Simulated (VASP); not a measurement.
# W (P6/mmm) in VASP: notebook

The runs below take W through single point, relaxation of cell and atoms, with BLYP.

Program: VASP 6.6.1. These are calculated values, not measurements. Logs are shortened: lines on timing, memory, paths and dates and some standing lists are left out, and cuts for length are marked.

## (1) The cell of the first run

It takes space group P6/mmm (No. 191, hexagonal). The conventional cell has a = 4.748 Å, b = 4.748 Å, c = 2.636 Å, α = 90.00°, β = 90.00°, γ = 120.00°. Within 3.5 Å of W (site symmetry 6/mmm) lie 14 W at 2.64 to 3.04 Å. W (site symmetry -6m2) has 11 W at 2.64 to 3.04 Å within 3.5 Å.

This isn't the form of W at room conditions, which is bcc.

## (2) Single point, BLYP

INCAR reads:

```
SYSTEM = W
  PREC = Accurate
  ENCUT = 520
  EDIFF = 1E-6
  ISMEAR = -1
  SIGMA = 0.1
  LREAL = .False.
  LASPH = .True.
  NELM = 60
  ALGO = Normal
  ISIF = 2
  LWAVE = .False.
  LCHARG = .False.
  GGA = B5
  ALDAX = 1.0
  AGGAX = 1.0
  AGGAC = 1.0
  ALDAC = 0.0
  NBANDS = 28
```

KPOINTS reads:

```
regular mesh
0
Gamma
  10 10 16
  0 0 0
```

POSCAR reads:

```
W
1.0
    4.7480039588      0.0000000000      0.0000000000
   -2.3740019794      4.1118920456      0.0000000000
    0.0000000000      0.0000000000      2.6355339881
W
3
Direct
    1.0000000000      0.0000000000      0.0000000000
    0.3333333333      0.6666666667      0.5000000000
    0.6666666667      0.3333333333      0.5000000000
```

Potentials or basis: VASP PAW PBE potentials, release 64 (W_sv).

Run with:

```
$ cat potpaw_PBE.64/W_sv/POTCAR > POTCAR
$ mpirun -np 1 vasp_std > vasp.out
```

OUTCAR:

```text
SYSTEM = W
   PREC = Accurate
   ENCUT = 520
   EDIFF = 1E-6
   ISMEAR = -1
   LREAL = .False.
   LASPH = .True.
   NELM = 60
   ISIF = 2
   GGA = B5

 ion  position               nearest neighbor table
   1  0.000  0.000  0.000-   2 3.04   3 3.04   2 3.04   3 3.04   3 3.04   3 3.04   2 3.04   2 3.04
                             3 3.04   3 3.04   2 3.04   2 3.04
   2  0.333  0.667  0.500-   3 2.74   3 2.74   3 2.74   1 3.04   1 3.04   1 3.04   1 3.04   1 3.04
                             1 3.04
   3  0.667  0.333  0.500-   2 2.74   2 2.74   2 2.74   1 3.04   1 3.04   1 3.04   1 3.04   1 3.04
                             1 3.04

  LATTYP: Found a hexagonal cell.
 ALAT       =     4.7480039588
 C/A-ratio  =     0.5550825170

  Lattice vectors:

 A1 = (   4.7480039588,   0.0000000000,   0.0000000000)
 A2 = (  -2.3740019794,   4.1118920456,   0.0000000000)
 A3 = (   0.0000000000,   0.0000000000,   2.6355339881)

Analysis of symmetry for initial positions (statically):
=====================================================================
 Subroutine PRICEL returns:
 Original cell was already a primitive cell.

 Routine SETGRP: Setting up the symmetry group for a
 hexagonal supercell.

 Subroutine GETGRP returns: Found 24 space group operations
 (whereof 24 operations were pure point group operations)
 out of a pool of 24 trial point group operations.

The static configuration has the point symmetry D_6h.

Analysis of symmetry for dynamics (positions and initial velocities):
=====================================================================
 Subroutine PRICEL returns:
 Original cell was already a primitive cell.

 Routine SETGRP: Setting up the symmetry group for a
 hexagonal supercell.

 Subroutine GETGRP returns: Found 24 space group operations
 (whereof 24 operations were pure point group operations)
 out of a pool of 24 trial point group operations.

The dynamic configuration has the point symmetry D_6h.

 Subroutine INISYM returns: Found 24 space group operations
 (whereof 24 operations are pure point group operations),
 and found     1 'primitive' translations

----------------------------------------------------------------------------------------

                                     Primitive cell

  volume of cell :      51.4543

  direct lattice vectors                    reciprocal lattice vectors
     4.748003959  0.000000000  0.000000000     0.210614820  0.121598523  0.000000000
    -2.374001979  4.111892046  0.000000000     0.000000000  0.243197046  0.000000000
     0.000000000  0.000000000  2.635533988     0.000000000  0.000000000  0.379429749

  length of vectors
     4.748003959  4.748003959  2.635533988     0.243197046  0.243197046  0.379429749

  position of ions in fractional coordinates (direct lattice)
     0.000000000  0.000000000  0.000000000
     0.333333333  0.666666667  0.500000000
     0.666666667  0.333333333  0.500000000

  ion indices of the primitive-cell ions
   primitive index   ion index
                 1           1
                 2           2
                 3           3

----------------------------------------------------------------------------------------

 KPOINTS: regular mesh

Automatic generation of k-mesh.
 Grid dimensions read from file:
 generate k-points for:   10   10   16

 Generating k-lattice:

  Cartesian coordinates                     Fractional coordinates (reciprocal lattice)
     0.021061482  0.012159852  0.000000000     0.100000000  0.000000000  0.000000000
     0.000000000  0.024319705  0.000000000     0.000000000  0.100000000  0.000000000
     0.000000000  0.000000000  0.023714359     0.000000000  0.000000000  0.062500000

  Length of vectors
     0.024319705  0.024319705  0.023714359

  Shift w.r.t. Gamma in fractional coordinates (k-lattice)
     0.000000000  0.000000000  0.000000000

 Subroutine IBZKPT returns following result:
 ===========================================

 Found    126 irreducible k-points:

 Following reciprocal coordinates:
            Coordinates               Weight
  0.000000  0.000000  0.000000      1.000000
  0.100000 -0.000000  0.000000      6.000000
  0.200000 -0.000000  0.000000      6.000000
  0.300000  0.000000  0.000000      6.000000
  0.400000  0.000000  0.000000      6.000000
  0.500000 -0.000000  0.000000      3.000000
[... 16 lines left out ...]
  0.300000  0.100000  0.062500     24.000000
  0.400000  0.100000  0.062500     24.000000
 [... further k-points ...]
   k-points           NKPTS =    126   k-points in BZ     NKDIM =    126   number of bands    NBANDS=     28
   number of dos      NEDOS =    301   number of ions     NIONS =      3
   total plane-waves  NPLWV =  25920
   dimension x,y,z NGX =    36 NGY =   36 NGZ =   20
   dimension x,y,z NGXF=    72 NGYF=   72 NGZF=   40
   ions per type =               3
   NGX,Y,Z   is equivalent  to a cutoff of  12.60, 12.60, 12.62 a.u.
   NGXF,Y,Z  is equivalent  to a cutoff of  25.21, 25.21, 25.23 a.u.
 SYSTEM =  W
   PREC   = accura    normal or accurate (medium, high low for compatibility)
   ISTART =      0    job   : 0-new  1-cont  2-samecut
   ICHARG =      2    charge: 1-file 2-atom 10-const
   ISPIN  =      1    spin polarized calculation?
   LNONCOLLINEAR =      F non collinear calculations
   LSORBIT =      F    spin-orbit coupling
   LASPH  =      T    aspherical Exc in radial PAW
   ENCUT  =  520.0 eV  38.22 Ry    6.18 a.u.   8.83  8.83  4.90*2*pi/ulx,y,z
   NELM   =     60;   NELMIN=  2; NELMDL= -5     # of ELM steps
   EDIFF  = 0.1E-05   stopping-criterion for ELM
   LREAL  =      F    real-space projection
   EDIFFG = 0.1E-04   stopping-criterion for IOM
   NSW    =      0    number of steps for IOM
   IBRION =     -1    ionic relax: 0-MD 1-quasi-New 2-CG
   NFREE  =      0    steps in history (QN), initial steepest desc. (CG)
   ISIF   =      2    stress and relaxation
   ISYM   =      2    0-nonsym 1-usesym 2-fastsym
   POTIM  = 0.5000    time-step for ionic-motion
   TEBEG  =    0.0;   TEEND  =   0.0 temperature during run
   PSTRESS=    0.0 pullay stress
   NELECT =      42.0000    total number of electrons
   NUPDOWN=      -1.0000    fix difference up-down
   EMIN   =  10.00;   EMAX   =-10.00  energy-range for DOS
   EFERMI =   0.00;   METHOD = LEGACY
   ISMEAR =    -1;   SIGMA  =   0.10  broadening in eV -4-tet -1-fermi 0-gaus
   EFERMI_NEDOS =   21; number of points for ismear=-14 and -15
   IALGO  =     38    algorithm
   IMIX   =      4    mixing-type and parameters
     AMIX     =   0.40;   BMIX     =  1.00
     AMIX_MAG =   1.60;   BMIX_MAG =  1.00
  volume/ion in A,a.u.               =      17.15       115.74
  Fermi-wavevector in a.u.,A,eV,Ry     =   1.529974  2.891232 31.848807  2.340821
  Thomas-Fermi vector in A             =   2.637521
   LORBIT       =      0    0 simple, 1 ext, 2 COOP (PROOUT), +10 PAW based schemes
   GGA     = B5    functional components
   LHFCALC =     F    Hartree Fock is set to
   AEXX    =    0.0000 exact exchange contribution
   IVDW    =     0    specifies the selected vdW correction
   LEPSILON=     F    determine dielectric tensor
   LRPA    =     F    only Hartree local field effects (RPA)
 non-spin polarized calculation
  energy-cutoff  :      520.00
  volume of cell :       51.45
 maximum number of plane-waves:      1438
 NGX is ok and might be reduce to    36
   NGX = 17   NGY = 17   NGZ =  9

 number of electron      41.9999992 magnetization

 Free energy of the ion-electron system (eV)
  ---------------------------------------------------
  ext. energy  EPLUGINS =         0.00000000
  ---------------------------------------------------
  free energy    TOTEN  =       -32.45105697 eV

  energy without entropy =      -32.32950575  energy(sigma->0) =      -32.39028136

 E-fermi :  10.6688     XC(G=0): -12.5282

 val. band max:       10.6651104026   @ k =   0.4000   0.2000   0.4375
 cond. band min:      10.6711270824   @ k =   0.2000  -0.0000   0.3125
 fundamental gap:      0.0060166798
 Fermi energy:        10.6687804461

 k-point     1 :       0.0000    0.0000    0.0000
  band No.  band energies     occupation
      1     -62.9704      2.00000
      2     -62.7700      2.00000
      3     -62.6840      2.00000
      4     -27.5292      2.00000
      5     -27.5292      2.00000
      6     -27.5278      2.00000
[... 20 lines left out ...]
     27      15.6311      0.00000
     28      15.6311      0.00000

 k-point     2 :       0.1000   -0.0000    0.0000
  band No.  band energies     occupation
      1     -62.9698      2.00000
      2     -62.7686      2.00000
      3     -62.6860      2.00000
      4     -27.6127      2.00000
      5     -27.5994      2.00000
      6     -27.4400      2.00000
[... 20 lines left out ...]
     27      15.4237      0.00000
     28      15.5999      0.00000

 k-point     3 :       0.2000   -0.0000    0.0000
  band No.  band energies     occupation
      1     -62.9686      2.00000
      2     -62.7642      2.00000
      3     -62.6917      2.00000
      4     -27.6860      2.00000
      5     -27.6283      2.00000
      6     -27.3548      2.00000
[... 20 lines left out ...]
     27      14.8934      0.00000
     28      15.5048      0.00000

 k-point     4 :       0.3000    0.0000    0.0000
  band No.  band energies     occupation
      1     -62.9670      2.00000
      2     -62.7574      2.00000
      3     -62.7002      2.00000
      4     -27.7428      2.00000
      5     -27.6084      2.00000
      6     -27.2812      2.00000
[... 578 lines left out ...]
     27      14.2166      0.00000
     28      15.2084      0.00000

 k-point    23 :       0.3000    0.1000    0.0625
  band No.  band energies     occupation
      1     -62.9625      2.00000
      2     -62.7485      2.00000
      3     -62.7026      2.00000
      4     -27.7358      2.00000
      5     -27.5924      2.00000
      6     -27.3061      2.00000
[... 20 lines left out ...]
     27      14.3154      0.00000
     28      15.0151      0.00000

 k-point    24 :       0.4000    0.1000    0.0625
  band No.  band energies     occupation
      1     -62.9617      2.00000
      2     -62.7413      2.00000
      3     -62.7107      2.00000
      4     -27.7576      2.00000
      5     -27.5108      2.00000
      6     -27.3857      2.00000
[... 20 lines left out ...]
     27      14.6497      0.00000
     28      14.7637      0.00000

 [... further k-points ...]

------------------------ aborting loop because EDIFF is reached ----------------------------------------

  FORCE on cell =-STRESS in cart. coord.  units (eV):
  Direction    XX          YY          ZZ          XY          YZ          ZX
  --------------------------------------------------------------------------------------
  -------------------------------------------------------------------------------------
  Total        0.4778492      0.4778492      0.4394416      0.0000000      0.0000000      0.0000000
  in kB       14.8792163     14.8792163     13.6832836      0.0000000      0.0000000      0.0000000
  external PRESSURE =      14.4805721 kB  Pullay stress =       0.0000000 kB

 VOLUME and BASIS-vectors are now :
 -----------------------------------------------------------------------------
  energy-cutoff  :      520.00
  volume of cell :       51.45
      direct lattice vectors                 reciprocal lattice vectors
     4.748003959  0.000000000  0.000000000     0.210614820  0.121598523  0.000000000
    -2.374001979  4.111892046  0.000000000     0.000000000  0.243197046  0.000000000
     0.000000000  0.000000000  2.635533988     0.000000000  0.000000000  0.379429749

 POSITION                                       TOTAL-FORCE (eV/Angst)
 -----------------------------------------------------------------------------------
      0.00000      0.00000      0.00000        -0.000000      0.000000      0.000000
     -0.00000      2.74126      1.31777         0.000000      0.000000      0.000000
      2.37400      1.37063      1.31777        -0.000000     -0.000000      0.000000
 -----------------------------------------------------------------------------------
    total drift:                                0.000000      0.000000     -0.000000

  FREE ENERGIE OF THE ION-ELECTRON SYSTEM (eV)
  ---------------------------------------------------
  free  energy   TOTEN  =       -32.4510569663 eV

  energy  without entropy=      -32.3295057518  energy(sigma->0) =      -32.39028136
```

Run time: 3.2 min. Hardware: 1 thread of Intel Xeon 8259CL, shared host; peak memory 0.27 GiB.

What came out:

```
Free energy            : -32.4511 eV
Pressure               : 1.4 GPa
Band gap on the k mesh : zero (bands 21 and 22 overlap by 0.84 eV)
```

Caveat: the PAW data sets were made with another functional, which shifts forces and pressure a little; spin-orbit coupling is left out, which moves the levels of the heavy elements.

(Part 1 of 2 ends here.)

The gap in the log of VASP goes by the Fermi energy; the results here count the filled bands.